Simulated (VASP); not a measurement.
# Nb16O (a cell with a defect) in VASP: single point with r2SCAN

Aim: the single point of Nb16O (a cell with a defect) with r2SCAN.

Everything below comes from runs of VASP 6.6.1. Logs are shortened: lines on timing, memory, paths and dates and some standing lists are left out, and cuts for length are marked.

### Step 1. The cell of the first run

The cell holds a defect, 17 atoms: a = 6.600 Å, b = 6.600 Å, c = 6.600 Å, α = 90.00°, β = 90.00°, γ = 90.00°.

### Step 2. Single point, r2SCAN

POSCAR

```
Nb16O
1.0
    6.6000000000      0.0000000000      0.0000000000
    0.0000000000      6.6000000000      0.0000000000
    0.0000000000      0.0000000000      6.6000000000
Nb O
16 1
Direct
   -0.0022711882      0.0048032709      0.0002527246
    0.5016984154      0.0048144755      0.0002441513
   -0.0020264156      0.5086341677      0.0002807663
    0.0079564498      0.0151654425      0.5003113452
    0.2497417195      0.2567862306      0.2435804713
    0.5016107978      0.5088277355      0.0002794893
    0.4915868023      0.0151212131      0.5003075666
    0.7497868264      0.2567926121      0.2520518708
    0.0080112363      0.4982857616      0.5002951056
    0.2498063579      0.7567132582      0.2520789085
    0.2497335574      0.2567895268      0.7570723307
    0.4914873970      0.4982881961      0.5002942079
    0.7498318209      0.7567474559      0.2962332409
    0.7497719688      0.2567464892      0.7484291395
    0.2498130139      0.7567733076      0.7485058933
    0.7498277109      0.7567446683      0.7043426404
    0.7496785297      0.7567521884      0.0002655477
```

INCAR.step1

```
SYSTEM = Nb16O
ALGO = Normal ; EDIFF = 1E-4
ENCUT = 520 ; GGA = PE
ISMEAR = -1 ; LASPH = .TRUE.
LCHARG = .FALSE. ; LREAL = Auto
LWAVE = .TRUE. ; NBANDS = 121
NELM = 60 ; PREC = Accurate
SIGMA = 0.05
```

INCAR.step2

```
SYSTEM = Nb16O
ALGO = Normal ; EDIFF = 1E-6
ENCUT = 520 ; ISIF = 2
ISMEAR = -1 ; ISTART = 1
LASPH = .TRUE. ; LCHARG = .FALSE.
LMIXTAU = .TRUE. ; LREAL = Auto
LWAVE = .FALSE. ; METAGGA = R2SCAN
NBANDS = 121 ; NELM = 60
PREC = Accurate ; SIGMA = 0.05
```

KPOINTS

```
k-points
0
G
  2 2 2
  0 0 0
```

Potentials or basis: VASP PAW PBE potentials, release 64 (Nb_sv, O).

Run with:

```bash
$ cat potpaw_PBE.64/Nb_sv/POTCAR potpaw_PBE.64/O/POTCAR > POTCAR
$ cp INCAR.step1 INCAR
$ mpirun -np 1 vasp_std > vasp.out
$ cp INCAR.step2 INCAR
$ mpirun -np 1 vasp_std > vasp.out
```

OUTCAR:

```text
SYSTEM = Nb16O
   EDIFF = 1E-6
   ENCUT = 520
   ISIF = 2
   ISMEAR = -1
   ISTART = 1
   LASPH = .TRUE.
   LREAL = Auto
   METAGGA = R2SCAN
   NELM = 60
   PREC = Accurate

 ion  position               nearest neighbor table
   1  0.998  0.005  0.000-  17 2.32  11 2.85   5 2.85  14 2.86   8 2.86  15 2.87  10 2.87  16 3.03
                            13 3.03
   2  0.502  0.005  0.000-  17 2.31  11 2.85   5 2.85  15 2.86  14 2.86  10 2.86   8 2.87  16 3.03
                            13 3.03
   3  0.998  0.509  0.000-  17 2.32  11 2.85   5 2.85  10 2.86  15 2.86   8 2.86  14 2.87  16 3.03
                            13 3.03
   4  0.008  0.015  0.500-  16 2.76  13 2.76   5 2.82  11 2.82  14 2.85   8 2.85  15 2.85  10 2.85

   5  0.250  0.257  0.244-   9 2.82  12 2.82   4 2.82   7 2.82   3 2.85   6 2.85   2 2.85   1 2.85

   6  0.502  0.509  0.000-  17 2.31  11 2.85   5 2.85  10 2.86  15 2.86   8 2.87  14 2.87  16 3.03
                            13 3.03
   7  0.492  0.015  0.500-  16 2.76  13 2.76   5 2.82  11 2.82  14 2.85   8 2.85  15 2.85  10 2.85

   8  0.750  0.257  0.252-   9 2.85  12 2.85   4 2.85   7 2.85   1 2.86   3 2.86   2 2.87   6 2.87

   9  0.008  0.498  0.500-  16 2.76  13 2.76   5 2.82  11 2.82  14 2.85   8 2.85  10 2.85  15 2.85

  10  0.250  0.757  0.252-  12 2.85   7 2.85   9 2.85   4 2.85   6 2.86   3 2.86   2 2.86   1 2.87

  11  0.250  0.257  0.757-   9 2.82  12 2.82   4 2.82   7 2.82   3 2.85   2 2.85   6 2.85   1 2.85

  12  0.491  0.498  0.500-  16 2.76  13 2.76   5 2.82  11 2.82  14 2.85   8 2.85  10 2.85  15 2.85

  13  0.750  0.757  0.296-  17 1.95  16 2.69   4 2.76   7 2.76   9 2.76  12 2.76   1 3.03   6 3.03
                             2 3.03   3 3.03
  14  0.750  0.257  0.748-   4 2.85   9 2.85   7 2.85  12 2.85   1 2.86   2 2.86   3 2.87   6 2.87

  15  0.250  0.757  0.749-   7 2.85  12 2.85   4 2.85   9 2.85   6 2.86   2 2.86   3 2.86   1 2.87

  16  0.750  0.757  0.704-  17 1.95  13 2.69   4 2.76   7 2.76   9 2.76  12 2.76   1 3.03   6 3.03
                             2 3.03   3 3.03
  17  0.750  0.757  0.000-  16 1.95  13 1.95   6 2.31   2 2.31   1 2.32   3 2.32

  LATTYP: Found a simple cubic cell.
 ALAT       =     6.6000000000

  Lattice vectors:

 A1 = (   6.6000000000,   0.0000000000,   0.0000000000)
 A2 = (   0.0000000000,   6.6000000000,   0.0000000000)
 A3 = (   0.0000000000,   0.0000000000,   6.6000000000)

Analysis of symmetry for initial positions (statically):
=====================================================================
 Subroutine PRICEL returns:
 Original cell was already a primitive cell.

 Routine SETGRP: Setting up the symmetry group for a
 simple cubic supercell.

 Subroutine GETGRP returns: Found  1 space group operations
 (whereof  1 operations were pure point group operations)
 out of a pool of 48 trial point group operations.

The static configuration has the point symmetry C_1 .

Analysis of symmetry for dynamics (positions and initial velocities):
=====================================================================
 Subroutine PRICEL returns:
 Original cell was already a primitive cell.

 Routine SETGRP: Setting up the symmetry group for a
 simple cubic supercell.

 Subroutine GETGRP returns: Found  1 space group operations
 (whereof  1 operations were pure point group operations)
 out of a pool of 48 trial point group operations.

The dynamic configuration has the point symmetry C_1 .

 Subroutine INISYM returns: Found  1 space group operations
 (whereof  1 operations are pure point group operations),
 and found     1 'primitive' translations

----------------------------------------------------------------------------------------

                                     Primitive cell

  volume of cell :     287.4960

  direct lattice vectors                    reciprocal lattice vectors
     6.600000000  0.000000000  0.000000000     0.151515152  0.000000000  0.000000000
     0.000000000  6.600000000  0.000000000     0.000000000  0.151515152  0.000000000
     0.000000000  0.000000000  6.600000000     0.000000000  0.000000000  0.151515152

  length of vectors
     6.600000000  6.600000000  6.600000000     0.151515152  0.151515152  0.151515152

  position of ions in fractional coordinates (direct lattice)
     0.997728812  0.004803271  0.000252725
     0.501698415  0.004814475  0.000244151
     0.997973584  0.508634168  0.000280766
     0.007956450  0.015165442  0.500311345
     0.249741720  0.256786231  0.243580471
     0.501610798  0.508827735  0.000279489
[... 9 lines left out ...]
     0.749827711  0.756744668  0.704342640
     0.749678530  0.756752188  0.000265548

  ion indices of the primitive-cell ions
   primitive index   ion index
                 1           1
                 2           2
                 3           3
                 4           4
                 5           5
                 6           6
[... 9 lines left out ...]
                16          16
                17          17

----------------------------------------------------------------------------------------

 KPOINTS: k-points

Automatic generation of k-mesh.
 Grid dimensions read from file:
 generate k-points for:    2    2    2

 Generating k-lattice:

  Cartesian coordinates                     Fractional coordinates (reciprocal lattice)
     0.075757576  0.000000000  0.000000000     0.500000000  0.000000000  0.000000000
     0.000000000  0.075757576  0.000000000     0.000000000  0.500000000  0.000000000
     0.000000000  0.000000000  0.075757576     0.000000000  0.000000000  0.500000000

  Length of vectors
     0.075757576  0.075757576  0.075757576

  Shift w.r.t. Gamma in fractional coordinates (k-lattice)
     0.000000000  0.000000000  0.000000000

 Subroutine IBZKPT returns following result:
 ===========================================

 Found      8 irreducible k-points:

 Following reciprocal coordinates:
            Coordinates               Weight
  0.000000  0.000000  0.000000      1.000000
  0.500000  0.000000  0.000000      1.000000
  0.000000  0.500000  0.000000      1.000000
  0.000000  0.000000  0.500000      1.000000
  0.500000  0.500000  0.000000      1.000000
  0.000000  0.500000  0.500000      1.000000
  0.500000  0.000000  0.500000      1.000000
  0.500000  0.500000  0.500000      1.000000
   k-points           NKPTS =      8   k-points in BZ     NKDIM =      8   number of bands    NBANDS=    121
   number of dos      NEDOS =    301   number of ions     NIONS =     17
   total plane-waves  NPLWV = 125000
   dimension x,y,z NGX =    50 NGY =   50 NGZ =   50
   dimension x,y,z NGXF=   100 NGYF=  100 NGZF=  100
   ions per type =              16   1
   NGX,Y,Z   is equivalent  to a cutoff of  12.59, 12.59, 12.59 a.u.
   NGXF,Y,Z  is equivalent  to a cutoff of  25.19, 25.19, 25.19 a.u.
 SYSTEM =  Nb16O
   PREC   = accura    normal or accurate (medium, high low for compatibility)
   ISTART =      1    job   : 0-new  1-cont  2-samecut
   ICHARG =      0    charge: 1-file 2-atom 10-const
   ISPIN  =      1    spin polarized calculation?
   LNONCOLLINEAR =      F non collinear calculations
   LSORBIT =      F    spin-orbit coupling
   LASPH  =      T    aspherical Exc in radial PAW
   ENCUT  =  520.0 eV  38.22 Ry    6.18 a.u.  12.27 12.27 12.27*2*pi/ulx,y,z
   NELM   =     60;   NELMIN=  2; NELMDL=  0     # of ELM steps
   EDIFF  = 0.1E-05   stopping-criterion for ELM
   LREAL  =      T    real-space projection
   EDIFFG = 0.1E-04   stopping-criterion for IOM
   NSW    =      0    number of steps for IOM
   IBRION =     -1    ionic relax: 0-MD 1-quasi-New 2-CG
   NFREE  =      0    steps in history (QN), initial steepest desc. (CG)
   ISIF   =      2    stress and relaxation
   ISYM   =      2    0-nonsym 1-usesym 2-fastsym
   POTIM  = 0.5000    time-step for ionic-motion
   TEBEG  =    0.0;   TEEND  =   0.0 temperature during run
   PSTRESS=    0.0 pullay stress
   NELECT =     214.0000    total number of electrons
   NUPDOWN=      -1.0000    fix difference up-down
   EMIN   =  10.00;   EMAX   =-10.00  energy-range for DOS
   EFERMI =   0.00;   METHOD = LEGACY
   ISMEAR =    -1;   SIGMA  =   0.05  broadening in eV -4-tet -1-fermi 0-gaus
   EFERMI_NEDOS =   21; number of points for ismear=-14 and -15
   IALGO  =     38    algorithm
   IMIX   =      4    mixing-type and parameters
     AMIX     =   0.40;   BMIX     =  1.00
     AMIX_MAG =   1.60;   BMIX_MAG =  1.00
  volume/ion in A,a.u.               =      16.91       114.12
  Fermi-wavevector in a.u.,A,eV,Ry     =   1.483664  2.803718 29.949935  2.201258
  Thomas-Fermi vector in A             =   2.597297
   LORBIT       =      0    0 simple, 1 ext, 2 COOP (PROOUT), +10 PAW based schemes
   METAGGA = R2SCAN    functional components
   LHFCALC =     F    Hartree Fock is set to
   AEXX    =    0.0000 exact exchange contribution
   IVDW    =     0    specifies the selected vdW correction
   LEPSILON=     F    determine dielectric tensor
   LRPA    =     F    only Hartree local field effects (RPA)
 non-spin polarized calculation
  energy-cutoff  :      520.00
  volume of cell :      287.50
 maximum number of plane-waves:      7809
 NGX is ok and might be reduce to    50
   NGX = 25   NGY = 25   NGZ = 25

 number of electron     214.0000009 magnetization

 Free energy of the ion-electron system (eV)
  ---------------------------------------------------
  ext. energy  EPLUGINS =         0.00000000
  ---------------------------------------------------
  free energy    TOTEN  =      -408.08877015 eV

  energy without entropy =     -407.98204346  energy(sigma->0) =     -408.03540680

 E-fermi :  11.5600     XC(G=0): -13.7517

 val. band max:       11.5075179687   @ k =   0.0000   0.5000   0.0000
 cond. band min:      11.5707018693   @ k =   0.0000   0.5000   0.5000
 fundamental gap:      0.0631839006
 Fermi energy:        11.5600273633

 k-point     1 :       0.0000    0.0000    0.0000
  band No.  band energies     occupation
      1     -44.9207      2.00000
      2     -44.8018      2.00000
      3     -44.7856      2.00000
      4     -44.7851      2.00000
      5     -44.7628      2.00000
      6     -44.7165      2.00000
[... 111 lines left out ...]
    118      13.5588      0.00000
    119      13.6345      0.00000

 k-point     2 :       0.5000    0.0000    0.0000
  band No.  band energies     occupation
      1     -44.8947      2.00000
      2     -44.8337      2.00000
      3     -44.7823      2.00000
      4     -44.7753      2.00000
      5     -44.7729      2.00000
      6     -44.7161      2.00000
[... 727 lines left out ...]
      2     -44.8107      2.00000
      3     -44.8040      2.00000
      4     -44.8035      2.00000
      5     -44.7985      2.00000
      6     -44.6960      2.00000
[... 111 lines left out ...]
    118      14.5825      0.00000
    119      14.5919      0.00000
 [bands above 119 left out]

------------------------ aborting loop because EDIFF is reached ----------------------------------------

  FORCE on cell =-STRESS in cart. coord.  units (eV):
  Direction    XX          YY          ZZ          XY          YZ          ZX
  --------------------------------------------------------------------------------------
  -------------------------------------------------------------------------------------
  Total        5.7868282      5.7681947     20.5392129     -0.0006395     -0.0015153      0.0008883
  in kB       32.2492311     32.1453893    114.4623272     -0.0035641     -0.0084446      0.0049504
  external PRESSURE =      59.6189825 kB  Pullay stress =       0.0000000 kB

 VOLUME and BASIS-vectors are now :
 -----------------------------------------------------------------------------
  energy-cutoff  :      520.00
  volume of cell :      287.50
      direct lattice vectors                 reciprocal lattice vectors
     6.600000000  0.000000000  0.000000000     0.151515152  0.000000000  0.000000000
     0.000000000  6.600000000  0.000000000     0.000000000  0.151515152  0.000000000
     0.000000000  0.000000000  6.600000000     0.000000000  0.000000000  0.151515152

 POSITION                                       TOTAL-FORCE (eV/Angst)
 -----------------------------------------------------------------------------------
      6.58501      0.03170      0.00167        -0.017666     -0.025985      0.002775
      3.31121      0.03178      0.00161         0.025525     -0.024698      0.003849
      6.58663      3.35699      0.00185        -0.033042      0.032306      0.000767
      0.05251      0.10009      3.30205        -0.000456     -0.019255     -0.002984
      1.64830      1.69479      1.60763         0.001431     -0.004441     -0.020431
      3.31063      3.35826      0.00184         0.032047      0.020590      0.000820
[... 9 lines left out ...]
      4.94886      4.99451      4.64866        -0.004560     -0.001202      0.060696
      4.94788      4.99456      0.00175        -0.000212     -0.000281      0.003936
 -----------------------------------------------------------------------------------
    total drift:                                0.000492     -0.008481      0.001954

  FREE ENERGIE OF THE ION-ELECTRON SYSTEM (eV)
  ---------------------------------------------------
  free  energy   TOTEN  =      -408.0887701485 eV

  energy  without entropy=     -407.9820434583  energy(sigma->0) =     -408.03540680
```

Run time: 22 min. Hardware: 1 thread of Intel Xeon Platinum 8488C (Sapphire Rapids), shared host; peak memory 0.45 GiB.

What came out:

* Free energy: -408.0888 eV
* Pressure: 6.0 GPa
* Largest force: 0.067 eV/Å
* Band gap on the k mesh: zero (bands 107 and 108 overlap by 1.93 eV)

Forces on the atoms (eV/Å):
```
Nb  -0.018 -0.026  0.003
Nb   0.026 -0.025  0.004
Nb  -0.033  0.032  0.001
Nb   0.000 -0.019 -0.003
Nb   0.001 -0.004 -0.020
Nb   0.032  0.021  0.001
Nb   0.001 -0.016 -0.003
Nb  -0.003 -0.004 -0.016
Nb  -0.002  0.018  0.000
Nb  -0.002  0.006 -0.012
Nb   0.002 -0.004  0.014
Nb   0.011  0.024  0.000
Nb  -0.004 -0.001 -0.067
Nb  -0.002  0.001  0.021
Nb  -0.003 -0.001  0.014
Nb  -0.005 -0.001  0.061
O    0.000  0.000  0.004
```

Caveat: the k points lie up to 0.48 Å⁻¹ apart, too coarse for converged energies and pressures of a metal; the PAW data sets were made with another functional, which shifts forces and pressure a little.
